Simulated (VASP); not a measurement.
# MgSi24 in VASP: single point with LDA

Aim: the single point of MgSi24 with LDA.

Program: VASP 6.6.1. These are calculated values, not measurements. Logs are shortened: lines on timing, memory, paths and dates and some standing lists are left out, and cuts for length are marked.

### 1 The cell of the first run

The cell holds a slab with vacuum, 25 atoms: a = 7.603 Å, b = 7.603 Å, c = 22.452 Å, α = 90.00°, β = 90.00°, γ = 120.00°.

### 2 Single point, LDA

Input file INCAR:

```
PREC = Accurate
ENCUT = 520
EDIFF = 1E-7
ISMEAR = 0
SIGMA = 0.05
LREAL = Auto
LASPH = T
NELM = 100
ALGO = Fast
ISIF = 2
LWAVE = F
LCHARG = F
LDIPOL = T
IDIPOL = 3
DIPOL = 0.5 0.5 0.345
GGA = CA
NBANDS = 67
```

Input file KPOINTS:

```
regular mesh
0
Gamma
  6 6 1
```

Input file POSCAR:

```
MgSi24
1.0
    7.6033702666      0.0000000000      0.0000000000
   -3.8016851333      6.5847118052      0.0000000000
    0.0000000000      0.0000000000     22.4524755747
Si Mg
24 1
Direct
    0.3333333333      0.1666666667      0.1781540742
    0.3333333333      0.6666666667      0.1781540742
    0.8333333333      0.1666666667      0.1781540742
    0.8333333333      0.6666666667      0.1781540742
    0.1666666667      0.3333333333      0.2134654946
    0.1666666667      0.8333333333      0.2134654946
    0.6666666667      0.3333333333      0.2134654946
    0.6666666667      0.8333333333      0.2134654946
    0.1666666667      0.3333333333      0.3181986290
    0.1666666667      0.8333333333      0.3181986290
    0.6666666667      0.3333333333      0.3181986290
    0.6666666667      0.8333333333      0.3181986290
    0.3333333333      0.1666666667      0.3520754171
    0.3333333333      0.6666666667      0.3520754171
    0.8333333333      0.1666666667      0.3520754171
    0.8333333333      0.6666666667      0.3520754171
    0.3333333333      0.1666666667      0.4580766846
    0.3333333333      0.6666666667      0.4580766846
    0.8333333333      0.1666666667      0.4580766846
    0.8333333333      0.6666666667      0.4580766846
    0.1666666667      0.3333333333      0.4878070366
    0.1666666667      0.8333333333      0.4878070366
    0.6666666667      0.3333333333      0.4878070366
    0.6666666667      0.8333333333      0.4878070366
    0.1666666667      0.5000000000      0.5824790283
```

Potentials or basis: VASP PAW LDA potentials, release 64 (Si, Mg).

The run is started by

```console
$ cat potpaw_LDA.64/Si/POTCAR potpaw_LDA.64/Mg/POTCAR > POTCAR
$ mpirun -np 1 vasp_std > vasp.out
```

OUTCAR:

```text
PREC = Accurate
   ENCUT = 520
   EDIFF = 1E-7
   ISMEAR = 0
   LREAL = Auto
   LASPH = T
   NELM = 100
   ISIF = 2
   GGA = CA

 ion  position               nearest neighbor table
   1  0.333  0.167  0.178-   5 2.33   6 2.33   7 2.33
   2  0.333  0.667  0.178-   6 2.33   5 2.33   8 2.33
   3  0.833  0.167  0.178-   7 2.33   8 2.33   5 2.33
   4  0.833  0.667  0.178-   8 2.33   7 2.33   6 2.33
   5  0.167  0.333  0.213-   1 2.33   2 2.33   3 2.33   9 2.35
   6  0.167  0.833  0.213-   2 2.33   1 2.33   4 2.33  10 2.35
   7  0.667  0.333  0.213-   3 2.33   4 2.33   1 2.33  11 2.35
   8  0.667  0.833  0.213-   4 2.33   3 2.33   2 2.33  12 2.35
   9  0.167  0.333  0.318-  13 2.32  14 2.32  15 2.32   5 2.35
  10  0.167  0.833  0.318-  14 2.32  13 2.32  16 2.32   6 2.35
  11  0.667  0.333  0.318-  15 2.32  16 2.32  13 2.32   7 2.35
  12  0.667  0.833  0.318-  16 2.32  15 2.32  14 2.32   8 2.35
  13  0.333  0.167  0.352-   9 2.32  10 2.32  11 2.32  17 2.38
  14  0.333  0.667  0.352-  10 2.32   9 2.32  12 2.32  18 2.38
  15  0.833  0.167  0.352-  11 2.32  12 2.32   9 2.32  19 2.38
  16  0.833  0.667  0.352-  12 2.32  11 2.32  10 2.32  20 2.38
  17  0.333  0.167  0.458-  21 2.29  22 2.29  23 2.29  13 2.38
  18  0.333  0.667  0.458-  22 2.29  21 2.29  24 2.29  14 2.38  25 3.07
  19  0.833  0.167  0.458-  23 2.29  24 2.29  21 2.29  15 2.38
  20  0.833  0.667  0.458-  24 2.29  23 2.29  22 2.29  16 2.38
  21  0.167  0.333  0.488-  17 2.29  18 2.29  19 2.29  25 2.47
  22  0.167  0.833  0.488-  18 2.29  17 2.29  20 2.29  25 3.31
  23  0.667  0.333  0.488-  19 2.29  20 2.29  17 2.29
  24  0.667  0.833  0.488-  20 2.29  19 2.29  18 2.29
  25  0.167  0.500  0.582-  21 2.47  18 3.07  22 3.31

  LATTYP: Found a hexagonal cell.
 ALAT       =     7.6033702666
 C/A-ratio  =     2.9529635921

  Lattice vectors:

 A1 = (   7.6033702666,   0.0000000000,   0.0000000000)
 A2 = (  -3.8016851333,   6.5847118052,   0.0000000000)
 A3 = (   0.0000000000,   0.0000000000,  22.4524755747)

Analysis of symmetry for initial positions (statically):
=====================================================================
 Subroutine PRICEL returns:
 Original cell was already a primitive cell.

 Routine SETGRP: Setting up the symmetry group for a
 hexagonal supercell.

 Subroutine GETGRP returns: Found  1 space group operations
 (whereof  1 operations were pure point group operations)
 out of a pool of 24 trial point group operations.

The static configuration has the point symmetry C_1 .

Analysis of symmetry for dynamics (positions and initial velocities):
=====================================================================
 Subroutine PRICEL returns:
 Original cell was already a primitive cell.
[... 166 lines left out ...]
   IALGO  =     68    algorithm
   IMIX   =      4    mixing-type and parameters
     AMIX     =   0.40;   BMIX     =  1.00
     AMIX_MAG =   1.60;   BMIX_MAG =  1.00
  volume/ion in A,a.u.               =      44.96       303.43
  Fermi-wavevector in a.u.,A,eV,Ry     =   0.725907  1.371766  7.169472  0.526941
  Thomas-Fermi vector in A             =   1.816747
   LORBIT       =      0    0 simple, 1 ext, 2 COOP (PROOUT), +10 PAW based schemes
   GGA     = CA    functional components
   LHFCALC =     F    Hartree Fock is set to
   AEXX    =    0.0000 exact exchange contribution
   IVDW    =     0    specifies the selected vdW correction
   LEPSILON=     F    determine dielectric tensor
   LRPA    =     F    only Hartree local field effects (RPA)
 non-spin polarized calculation
 RMM-DIIS sequential band-by-band and
 Gauss-broadening in eV      SIGMA  =   0.05
  energy-cutoff  :      520.00
  volume of cell :     1124.11
 maximum number of plane-waves:     30372
 NGX is ok and might be reduce to    60
   NGX = 29   NGY = 29   NGZ = 83

 dipolmoment           0.000000      0.000000      0.953196 electrons x Angstroem

 number of electron      97.9999999 magnetization

 dipolmoment           0.000000      0.000000     -0.359559 electrons x Angstroem

 Free energy of the ion-electron system (eV)
  ---------------------------------------------------
  ext. energy  EPLUGINS =         0.00000000
  ---------------------------------------------------
  free energy    TOTEN  =      -134.05390839 eV

  energy without entropy =     -134.03130106  energy(sigma->0) =     -134.04260473

 E-fermi :   0.1073     XC(G=0):  -5.0306

 val. band max:        0.0887435490   @ k =   0.3333   0.3333   0.0000
 cond. band min:       0.1169132830   @ k =   0.0000   0.1667   0.0000
 fundamental gap:      0.0281697340
 Fermi energy:         0.1073474052

 k-point     1 :       0.0000    0.0000    0.0000
  band No.  band energies     occupation
      1     -11.7887      2.00000
      2     -11.0024      2.00000
      3     -10.0267      2.00000
      4      -9.5650      2.00000
      5      -9.5517      2.00000
      6      -9.5489      2.00000
[... 1269 lines left out ...]
     60       3.0357      0.00000
     61       3.1091      0.00000
 [bands above 61 left out]

------------------------ aborting loop because EDIFF is reached ----------------------------------------

 vacuum level on the upper side and lower side of the slab       (xc-potential included)        -0.822         0.510

  FORCE on cell =-STRESS in cart. coord.  units (eV):
  Direction    XX          YY          ZZ          XY          YZ          ZX
  --------------------------------------------------------------------------------------
  -------------------------------------------------------------------------------------
  Total        0.7960748      0.6624056      1.8002352      0.0818111      1.1300899     -0.9181342
  in kB        1.1346380      0.9441205      2.5658585      0.1166045      1.6107065     -1.3086081
  external PRESSURE =       1.5482057 kB  Pullay stress =       0.0000000 kB

 VOLUME and BASIS-vectors are now :
 -----------------------------------------------------------------------------
  energy-cutoff  :      520.00
  volume of cell :     1124.11
      direct lattice vectors                 reciprocal lattice vectors
     7.603370267  0.000000000  0.000000000     0.131520624  0.075933468  0.000000000
    -3.801685133  6.584711805  0.000000000     0.000000000  0.151866935  0.000000000
     0.000000000  0.000000000 22.452475575     0.000000000  0.000000000  0.044538519

 POSITION                                       TOTAL-FORCE (eV/Angst)
 -----------------------------------------------------------------------------------
      1.90084      1.09745      4.00000         0.004921     -0.014205      0.563282
     -0.00000      4.38981      4.00000         0.007581      0.009458      0.634824
      5.70253      1.09745      4.00000         0.004355     -0.024819      0.553824
      3.80169      4.38981      4.00000        -0.009105      0.048586      0.396011
      0.00000      2.19490      4.79283         0.018818     -0.001381     -0.767797
     -1.90084      5.48726      4.79283        -0.031983     -0.012601     -0.734009
[... 17 lines left out ...]
      1.90084      5.48726     10.95248        -0.045891     -0.069993      0.335266
     -0.63361      3.29236     13.07810        -0.436896      0.633902     -0.017484
 -----------------------------------------------------------------------------------
    total drift:                               -0.000054      0.000039     -0.032134

  FREE ENERGIE OF THE ION-ELECTRON SYSTEM (eV)
  ---------------------------------------------------
  free  energy   TOTEN  =      -134.0539083925 eV

  energy  without entropy=     -134.0313010597  energy(sigma->0) =     -134.04260473

 vacuum level on the upper side and lower side of the slab         3.562         4.919
```

It took 1.8 h on 1 thread of Oxide Virtual Turin-like, shared host; peak memory 1.4 GiB.

Results:

| Item | Value |
| --- | --- |
| Free energy | -134.0539 eV |
| Largest force | 0.899 eV/Å |
| Band gap on the k mesh | zero (bands 49 and 50 overlap by 0.01 eV) |

Forces in eV/Å, atoms in the order of the input:
```
Si   0.005 -0.014  0.563
Si   0.008  0.009  0.635
Si   0.004 -0.025  0.554
Si  -0.009  0.049  0.396
Si   0.019 -0.001 -0.768
Si  -0.032 -0.013 -0.734
Si  -0.007  0.041 -0.757
Si   0.036 -0.020 -0.675
Si   0.005  0.017  0.135
Si   0.036  0.010  0.149
Si   0.005  0.006  0.152
Si  -0.057 -0.001  0.113
Si   0.008 -0.041  0.034
Si   0.022  0.024  0.043
Si  -0.033 -0.045 -0.013
Si  -0.036  0.003 -0.051
Si   0.208 -0.012 -0.120
Si   0.030  0.255 -0.717
Si  -0.205 -0.056 -0.252
Si  -0.042 -0.035 -0.204
Si   0.238 -0.393  0.070
Si   0.186 -0.361  0.802
Si   0.094  0.039  0.326
Si  -0.046 -0.070  0.335
Mg  -0.437  0.634 -0.017
```

Levels at points of the mesh, in eV from the Fermi level:
| k point | band 45 | band 46 | band 47 | band 48 | band 49 | band 50 | band 51 | band 52 | band 53 | band 54 |
| --- | --- | --- | --- | --- | --- | --- | --- | --- | --- | --- |
| (0.00, 0.00, 0.00) | -0.65 | -0.64 | -0.18 | -0.06 | 0.02 | 0.02 | 0.10 | 0.17 | 0.63 | 0.67 |
| (0.50, 0.00, 0.00) | -0.86 | -0.74 | -0.56 | -0.21 | 0.02 | 0.10 | 0.15 | 0.29 | 0.68 | 1.30 |
| (0.00, 0.50, 0.00) | -0.87 | -0.72 | -0.52 | -0.27 | 0.02 | 0.04 | 0.24 | 0.27 | 0.67 | 1.39 |
| (0.50, 0.50, 0.00) | -0.87 | -0.69 | -0.51 | -0.31 | 0.02 | 0.04 | 0.22 | 0.29 | 0.69 | 1.30 |

The gap in the log of VASP goes by the Fermi energy; the results here count the filled bands.